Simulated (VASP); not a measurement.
# BN (P6_3mc) in VASP: a series of runs

BN is run at these levels: r2SCAN; tasks: single point.

Everything below comes from runs of VASP 6.6.1. Logs are shortened: lines on timing, memory, paths and dates and some standing lists are left out, and cuts for length are marked.

### Step 1. The cell of the first run

It takes space group P6_3mc (No. 186, hexagonal). The conventional cell has a = 2.573 Å, b = 2.573 Å, c = 8.458 Å, α = 90.00°, β = 90.00°, γ = 120.00°. Within 2.1 Å of B (site symmetry 3m) lie 4 N at 1.58 Å. Within 2.1 Å of B (site symmetry 3m) lie 4 N at 1.58 to 1.59 Å. Within 2.1 Å of N (site symmetry 3m) lie 4 B at 1.58 Å. N (site symmetry 3m) has 4 B at 1.58 to 1.59 Å within 2.1 Å.

### Step 2. Single point, r2SCAN (volume changed by +3%)

The input, POSCAR:

```
BN
1.0
    2.5732269247      0.0000000000      0.0000000000
   -1.2866134624      2.2284798865      0.0000000000
    0.0000000000      0.0000000000      8.4582903527
B N
4 4
Direct
    0.0000000000      0.0000000000      0.0003894312
    0.3333333333      0.6666666667      0.2496892035
    0.0000000000      0.0000000000      0.5003894312
    0.6666666667      0.3333333333      0.7496892035
    0.0000000000      0.0000000000      0.1869898385
    0.3333333333      0.6666666667      0.4379315267
    0.0000000000      0.0000000000      0.6869898385
    0.6666666667      0.3333333333      0.9379315267
```

The input, INCAR.step1:

```
SYSTEM = BN
ALGO = Normal
EDIFF = 1E-4
ENCUT = 520
GGA = PE
ISMEAR = 0
LASPH = .True.
LCHARG = .False.
LREAL = .False.
LWAVE = .True.
NBANDS = 26
NELM = 100
PREC = Accurate
SIGMA = 0.01
```

The input, INCAR.step2:

```
SYSTEM = BN
ALGO = Normal
EDIFF = 1E-6
ENCUT = 520
ISIF = 2
ISMEAR = 0
ISTART = 1
LASPH = .True.
LCHARG = .False.
LMIXTAU = .True.
LREAL = .False.
LWAVE = .False.
METAGGA = R2SCAN
NBANDS = 26
NELM = 100
PREC = Accurate
SIGMA = 0.01
```

The input, KPOINTS:

```
k-points
0
Gamma
  9 9 4
  0 0 0
```

Potentials or basis: VASP PAW PBE potentials, release 64 (B, N).

Run with:

```
cat potpaw_PBE.64/B/POTCAR potpaw_PBE.64/N/POTCAR > POTCAR
cp INCAR.step1 INCAR
mpirun -np 1 vasp_std > vasp.out
cp INCAR.step2 INCAR
mpirun -np 1 vasp_std > vasp.out
```

OUTCAR:

```text
SYSTEM = BN
   EDIFF = 1E-6
   ENCUT = 520
   ISIF = 2
   ISMEAR = 0
   ISTART = 1
   LASPH = .True.
   LREAL = .False.
   METAGGA = R2SCAN
   NELM = 100
   PREC = Accurate

 ion  position               nearest neighbor table
   1  0.000  0.000  0.000-   8 1.58   8 1.58   8 1.58   5 1.58
   2  0.333  0.667  0.250-   5 1.58   5 1.58   5 1.58   6 1.59
   3  0.000  0.000  0.500-   6 1.58   6 1.58   6 1.58   7 1.58
   4  0.667  0.333  0.750-   7 1.58   7 1.58   7 1.58   8 1.59
   5  0.000  0.000  0.187-   2 1.58   2 1.58   2 1.58   1 1.58
   6  0.333  0.667  0.438-   3 1.58   3 1.58   3 1.58   2 1.59
   7  0.000  0.000  0.687-   4 1.58   4 1.58   4 1.58   3 1.58
   8  0.667  0.333  0.938-   1 1.58   1 1.58   1 1.58   4 1.59

  LATTYP: Found a hexagonal cell.
 ALAT       =     2.5732269247
 C/A-ratio  =     3.2870363167

  Lattice vectors:

 A1 = (   2.5732269247,   0.0000000000,   0.0000000000)
 A2 = (  -1.2866134624,   2.2284798865,   0.0000000000)
 A3 = (   0.0000000000,   0.0000000000,   8.4582903527)

Analysis of symmetry for initial positions (statically):
=====================================================================
 Subroutine PRICEL returns:
 Original cell was already a primitive cell.

 Routine SETGRP: Setting up the symmetry group for a
 hexagonal supercell.

 Subroutine GETGRP returns: Found 12 space group operations
 (whereof  6 operations were pure point group operations)
 out of a pool of 24 trial point group operations.

The static configuration has the point symmetry C_3v.
 The point group associated with its full space group is C_6v.

Analysis of symmetry for dynamics (positions and initial velocities):
=====================================================================
 Subroutine PRICEL returns:
 Original cell was already a primitive cell.

 Routine SETGRP: Setting up the symmetry group for a
 hexagonal supercell.

 Subroutine GETGRP returns: Found 12 space group operations
 (whereof  6 operations were pure point group operations)
 out of a pool of 24 trial point group operations.

The dynamic configuration has the point symmetry C_3v.
 The point group associated with its full space group is C_6v.

 Subroutine INISYM returns: Found 12 space group operations
 (whereof  6 operations are pure point group operations),
 and found     1 'primitive' translations

----------------------------------------------------------------------------------------

                                     Primitive cell

  volume of cell :      48.5031

  direct lattice vectors                    reciprocal lattice vectors
     2.573226925  0.000000000  0.000000000     0.388617106  0.224368191  0.000000000
    -1.286613462  2.228479887  0.000000000     0.000000000  0.448736381  0.000000000
     0.000000000  0.000000000  8.458290353     0.000000000  0.000000000  0.118227202

  length of vectors
     2.573226925  2.573226925  8.458290353     0.448736381  0.448736381  0.118227202

  position of ions in fractional coordinates (direct lattice)
     0.000000000  0.000000000  0.000389431
     0.333333333  0.666666667  0.249689203
     0.000000000  0.000000000  0.500389431
     0.666666667  0.333333333  0.749689203
     0.000000000  0.000000000  0.186989838
     0.333333333  0.666666667  0.437931527
     0.000000000  0.000000000  0.686989838
     0.666666667  0.333333333  0.937931527

  ion indices of the primitive-cell ions
   primitive index   ion index
                 1           1
                 2           2
                 3           3
                 4           4
                 5           5
                 6           6
                 7           7
                 8           8

----------------------------------------------------------------------------------------

 KPOINTS: k-points

Automatic generation of k-mesh.
 Grid dimensions read from file:
 generate k-points for:    9    9    4

 Generating k-lattice:

  Cartesian coordinates                     Fractional coordinates (reciprocal lattice)
     0.043179678  0.024929799  0.000000000     0.111111111 -0.000000000  0.000000000
     0.000000000  0.049859598  0.000000000     0.000000000  0.111111111  0.000000000
     0.000000000  0.000000000  0.029556800     0.000000000  0.000000000  0.250000000

  Length of vectors
     0.049859598  0.049859598  0.029556800

  Shift w.r.t. Gamma in fractional coordinates (k-lattice)
     0.000000000  0.000000000  0.000000000

 Subroutine IBZKPT returns following result:
 ===========================================

 Found     36 irreducible k-points:

 Following reciprocal coordinates:
            Coordinates               Weight
  0.000000  0.000000  0.000000      1.000000
  0.111111  0.000000  0.000000      6.000000
  0.222222  0.000000  0.000000      6.000000
  0.333333  0.000000  0.000000      6.000000
  0.444444  0.000000  0.000000      6.000000
  0.111111  0.111111  0.000000      6.000000
[... 16 lines left out ...]
  0.333333  0.222222  0.250000     24.000000
  0.333333  0.333333  0.250000      4.000000
 [... further k-points ...]
   k-points           NKPTS =     36   k-points in BZ     NKDIM =     36   number of bands    NBANDS=     26
   number of dos      NEDOS =    301   number of ions     NIONS =      8
   total plane-waves  NPLWV =  25600
   dimension x,y,z NGX =    20 NGY =   20 NGZ =   64
   dimension x,y,z NGXF=    40 NGYF=   40 NGZF=  128
   ions per type =               4   4
   NGX,Y,Z   is equivalent  to a cutoff of  12.92, 12.92, 12.58 a.u.
   NGXF,Y,Z  is equivalent  to a cutoff of  25.84, 25.84, 25.16 a.u.
 SYSTEM =  BN
   PREC   = accura    normal or accurate (medium, high low for compatibility)
   ISTART =      1    job   : 0-new  1-cont  2-samecut
   ICHARG =      0    charge: 1-file 2-atom 10-const
   ISPIN  =      1    spin polarized calculation?
   LNONCOLLINEAR =      F non collinear calculations
   LSORBIT =      F    spin-orbit coupling
   LASPH  =      T    aspherical Exc in radial PAW
   ENCUT  =  520.0 eV  38.22 Ry    6.18 a.u.   4.78  4.78 15.73*2*pi/ulx,y,z
   NELM   =    100;   NELMIN=  2; NELMDL=  0     # of ELM steps
   EDIFF  = 0.1E-05   stopping-criterion for ELM
   LREAL  =      F    real-space projection
   EDIFFG = 0.1E-04   stopping-criterion for IOM
   NSW    =      0    number of steps for IOM
   IBRION =     -1    ionic relax: 0-MD 1-quasi-New 2-CG
   NFREE  =      0    steps in history (QN), initial steepest desc. (CG)
   ISIF   =      2    stress and relaxation
   ISYM   =      2    0-nonsym 1-usesym 2-fastsym
   POTIM  = 0.5000    time-step for ionic-motion
   TEBEG  =    0.0;   TEEND  =   0.0 temperature during run
   PSTRESS=    0.0 pullay stress
   NELECT =      32.0000    total number of electrons
   NUPDOWN=      -1.0000    fix difference up-down
   EMIN   =  10.00;   EMAX   =-10.00  energy-range for DOS
   EFERMI =   0.00;   METHOD = LEGACY
   ISMEAR =     0;   SIGMA  =   0.01  broadening in eV -4-tet -1-fermi 0-gaus
   EFERMI_NEDOS =   21; number of points for ismear=-14 and -15
   IALGO  =     38    algorithm
   IMIX   =      4    mixing-type and parameters
     AMIX     =   0.40;   BMIX     =  1.00
     AMIX_MAG =   1.60;   BMIX_MAG =  1.00
  volume/ion in A,a.u.               =       6.06        40.91
  Fermi-wavevector in a.u.,A,eV,Ry     =   1.425176  2.693191 27.635138  2.031125
  Thomas-Fermi vector in A             =   2.545588
   LORBIT       =      0    0 simple, 1 ext, 2 COOP (PROOUT), +10 PAW based schemes
   METAGGA = R2SCAN    functional components
   LHFCALC =     F    Hartree Fock is set to
   AEXX    =    0.0000 exact exchange contribution
   IVDW    =     0    specifies the selected vdW correction
   LEPSILON=     F    determine dielectric tensor
   LRPA    =     F    only Hartree local field effects (RPA)
 non-spin polarized calculation
 Gauss-broadening in eV      SIGMA  =   0.01
  energy-cutoff  :      520.00
  volume of cell :       48.50
 maximum number of plane-waves:      1316
 NGX is ok and might be reduce to    20
   NGX =  9   NGY =  9   NGZ = 31

 number of electron      31.9999993 magnetization

 Free energy of the ion-electron system (eV)
  ---------------------------------------------------
  ext. energy  EPLUGINS =         0.00000000
  ---------------------------------------------------
  free energy    TOTEN  =       -76.58402191 eV

  energy without entropy =      -76.58402191  energy(sigma->0) =      -76.58402191

 E-fermi :   7.0995     XC(G=0): -13.5029

 val. band max:        6.9980647810   @ k =   0.0000   0.0000   0.0000
 cond. band min:      13.0992016136   @ k =   0.4444   0.0000   0.0000
 fundamental gap:      6.1011368326
 Fermi energy:         7.0994944580

 k-point     1 :       0.0000    0.0000    0.0000
  band No.  band energies     occupation
      1     -14.0776      2.00000
      2     -12.6335      2.00000
      3     -12.5581      2.00000
      4      -9.9381      2.00000
      5      -3.9511      2.00000
      6       1.2358      2.00000
[... 18 lines left out ...]
     25      17.7863      0.00000
     26      18.1554      0.00000

 k-point     2 :       0.1111    0.0000    0.0000
  band No.  band energies     occupation
      1     -13.8067      2.00000
      2     -12.3781      2.00000
      3     -12.3026      2.00000
      4      -9.7365      2.00000
      5      -3.6811      2.00000
      6       1.2956      2.00000
[... 18 lines left out ...]
     25      18.4147      0.00000
     26      18.6834      0.00000

 k-point     3 :       0.2222    0.0000    0.0000
  band No.  band energies     occupation
      1     -13.0123      2.00000
      2     -11.6398      2.00000
      3     -11.5638      2.00000
      4      -9.1920      2.00000
      5      -2.8918      2.00000
      6       0.6771      2.00000
[... 18 lines left out ...]
     25      19.8176      0.00000
     26      19.8394      0.00000

 k-point     4 :       0.3333    0.0000    0.0000
  band No.  band energies     occupation
      1     -11.7709      2.00000
      2     -10.5423      2.00000
      3     -10.4656      2.00000
      4      -8.5734      2.00000
      5      -1.7274      2.00000
      6      -1.6592      2.00000
[... 18 lines left out ...]
     25      20.4203      0.00000
     26      21.3761      0.00000

 k-point     5 :       0.4444    0.0000    0.0000
  band No.  band energies     occupation
      1     -10.3560      2.00000
      2      -9.5112      2.00000
      3      -9.4743      2.00000
      4      -8.5022      2.00000
      5      -3.3908      2.00000
      6      -2.8279      2.00000
[... 18 lines left out ...]
     25      20.8498      0.00000
     26      21.3812      0.00000

 k-point     6 :       0.1111    0.1111    0.0000
  band No.  band energies     occupation
      1     -13.2736      2.00000
      2     -11.8803      2.00000
      3     -11.8045      2.00000
      4      -9.3611      2.00000
      5      -3.1507      2.00000
      6       1.1791      2.00000
[... 427 lines left out ...]
 k-point    21 :       0.4444    0.1111    0.2500
  band No.  band energies     occupation
      1      -9.7837      2.00000
      2      -9.4658      2.00000
      3      -8.9881      2.00000
      4      -8.5944      2.00000
      5      -3.3164      2.00000
      6      -2.8611      2.00000
[... 18 lines left out ...]
     25      20.3283      0.00000
     26      21.1121      0.00000

 k-point    22 :       0.2222    0.2222    0.2500
  band No.  band energies     occupation
      1     -10.9972      2.00000
      2     -10.4003      2.00000
      3      -9.3793      2.00000
      4      -8.4628      2.00000
      5      -1.5553      2.00000
      6      -1.4116      2.00000
[... 18 lines left out ...]
     25      20.3681      0.00000
     26      20.8284      0.00000

 k-point    23 :       0.3333    0.2222    0.2500
  band No.  band energies     occupation
      1      -9.7076      2.00000
      2      -9.3271      2.00000
      3      -8.7819      2.00000
      4      -8.4117      2.00000
      5      -2.5765      2.00000
      6      -2.2043      2.00000
[... 18 lines left out ...]
     25      21.2401      0.00000
     26      21.4250      0.00000

 k-point    24 :       0.3333    0.3333    0.2500
  band No.  band energies     occupation
      1      -8.8652      2.00000
      2      -8.7663      2.00000
      3      -8.7143      2.00000
      4      -8.7143      2.00000
      5      -2.1038      2.00000
      6      -2.1038      2.00000
[... 18 lines left out ...]
     25      22.0738      0.00000
     26      22.1009      0.00000

 [... further k-points ...]
[... 5 lines left out ...]
  --------------------------------------------------------------------------------------
  -------------------------------------------------------------------------------------
  Total       -3.0175990     -3.0175990     -3.0373772      0.0000000      0.0000000      0.0000000
  in kB      -99.6787812    -99.6787812   -100.3321037      0.0000000      0.0000000      0.0000000
  external PRESSURE =     -99.8965554 kB  Pullay stress =       0.0000000 kB

 VOLUME and BASIS-vectors are now :
 -----------------------------------------------------------------------------
  energy-cutoff  :      520.00
  volume of cell :       48.50
      direct lattice vectors                 reciprocal lattice vectors
     2.573226925  0.000000000  0.000000000     0.388617106  0.224368191  0.000000000
    -1.286613462  2.228479887  0.000000000     0.000000000  0.448736381  0.000000000
     0.000000000  0.000000000  8.458290353     0.000000000  0.000000000  0.118227202

 POSITION                                       TOTAL-FORCE (eV/Angst)
 -----------------------------------------------------------------------------------
      0.00000      0.00000      0.00329         0.000000     -0.000000     -0.009921
     -0.00000      1.48565      2.11194         0.000000      0.000000     -0.010409
      0.00000      0.00000      4.23244        -0.000000      0.000000     -0.009921
      1.28661      0.74283      6.34109        -0.000000      0.000000     -0.010409
      0.00000      0.00000      1.58161        -0.000000      0.000000      0.007554
     -0.00000      1.48565      3.70415         0.000000      0.000000      0.012776
      0.00000      0.00000      5.81076        -0.000000     -0.000000      0.007554
      1.28661      0.74283      7.93330        -0.000000     -0.000000      0.012776
 -----------------------------------------------------------------------------------
    total drift:                                0.000000      0.000000     -0.003234

  FREE ENERGIE OF THE ION-ELECTRON SYSTEM (eV)
  ---------------------------------------------------
  free  energy   TOTEN  =       -76.5840219135 eV

  energy  without entropy=      -76.5840219135  energy(sigma->0) =      -76.58402191
```

Wall time 3 min (1 thread of Intel Xeon Platinum 8259CL at 2.50GHz (Skylake/Cascade Lake), shared host); peak memory 0.18 GiB.

Results:

```
Free energy            : -76.5840 eV
Pressure               : -10.0 GPa
Largest force          : 0.013 eV/Å
Band gap on the k mesh : 6.10 eV, indirect (least direct gap 8.10 eV)
```

Forces in eV/Å, atoms in the order of the input:
```
B    0.000  0.000 -0.010
B    0.000  0.000 -0.010
B    0.000  0.000 -0.010
B    0.000  0.000 -0.010
N    0.000  0.000  0.008
N    0.000  0.000  0.013
N    0.000  0.000  0.008
N    0.000  0.000  0.013
```

Caveat: the PAW data sets were made with another functional, which shifts forces and pressure a little. A k mesh can miss the band edges.

### Step 3. Single point, r2SCAN (volume changed by +6%)

Edit POSCAR of step 2 so:

```diff
@@ -2,5 +2,5 @@
 1.0
-    2.5732269247      0.0000000000      0.0000000000
-   -1.2866134624      2.2284798865      0.0000000000
-    0.0000000000      0.0000000000      8.4582903527
+    2.5979710092      0.0000000000      0.0000000000
+   -1.2989855046      2.2499088923      0.0000000000
+    0.0000000000      0.0000000000      8.5396250571
 B N
```

The input, INCAR.step1:

```
SYSTEM = BN
ALGO = Normal ; EDIFF = 1E-4
ENCUT = 520 ; GGA = PE
ISMEAR = 0 ; LASPH = .TRUE.
LCHARG = .FALSE. ; LREAL = .FALSE.
LWAVE = .TRUE. ; NBANDS = 26
NELM = 80 ; PREC = Accurate
SIGMA = 0.01
```

The input, INCAR.step2:

```
SYSTEM = BN
ALGO = Normal ; EDIFF = 1E-7
ENCUT = 520 ; ISIF = 2
ISMEAR = 0 ; ISTART = 1
LASPH = .TRUE. ; LCHARG = .FALSE.
LMIXTAU = .TRUE. ; LREAL = .FALSE.
LWAVE = .FALSE. ; METAGGA = R2SCAN
NBANDS = 26 ; NELM = 80
PREC = Accurate ; SIGMA = 0.01
```

The input, KPOINTS:

```
k-points
0
G
  9 9 4
  0 0 0
```

Potentials or basis: VASP PAW PBE potentials, release 64 (B, N).

Run with:

```
cat potpaw_PBE.64/B/POTCAR potpaw_PBE.64/N/POTCAR > POTCAR
cp INCAR.step1 INCAR
mpirun -np 1 vasp_std > vasp.out
cp INCAR.step2 INCAR
mpirun -np 1 vasp_std > vasp.out
```

Run time: 3.9 min. Hardware: 1 thread of Intel Xeon Platinum 8259CL at 2.50GHz (Skylake/Cascade Lake), shared host; peak memory 0.18 GiB.

It converged, with:

```yaml
Free_energy: -76.4561 eV
Pressure: -19.6 GPa
Largest_force: 0.025 eV/Å
Band_gap_on_the_k_mesh: 6.02 eV, indirect (least direct gap 7.97 eV)
```

Forces on the atoms (eV/Å):
```
B    0.000  0.000 -0.019
B    0.000  0.000 -0.022
B    0.000  0.000 -0.019
B    0.000  0.000 -0.022
N    0.000  0.000  0.015
N    0.000  0.000  0.025
N    0.000  0.000  0.015
N    0.000  0.000  0.025
```

Stress tensor (GPa, compression positive):
```
-19.60   0.00   0.00
  0.00 -19.60   0.00
  0.00   0.00 -19.70
```

Levels at points of the mesh, in eV from the valence-band top:
| k point | band 14 | band 15 | band 16 | band 17 | band 18 | band 19 |
| --- | --- | --- | --- | --- | --- | --- |
| (0.00, 0.00, 0.00) | -0.12 | 0.00 | 0.00 | 9.05 | 9.05 | 9.14 |
| (0.00, 0.00, 0.50) | -0.37 | -0.37 | -0.37 | 9.46 | 9.46 | 9.51 |

Caveat: the PAW data sets were made with another functional, which shifts forces and pressure a little. A k mesh can miss the band edges.

(Part 1 of 2 ends here.)
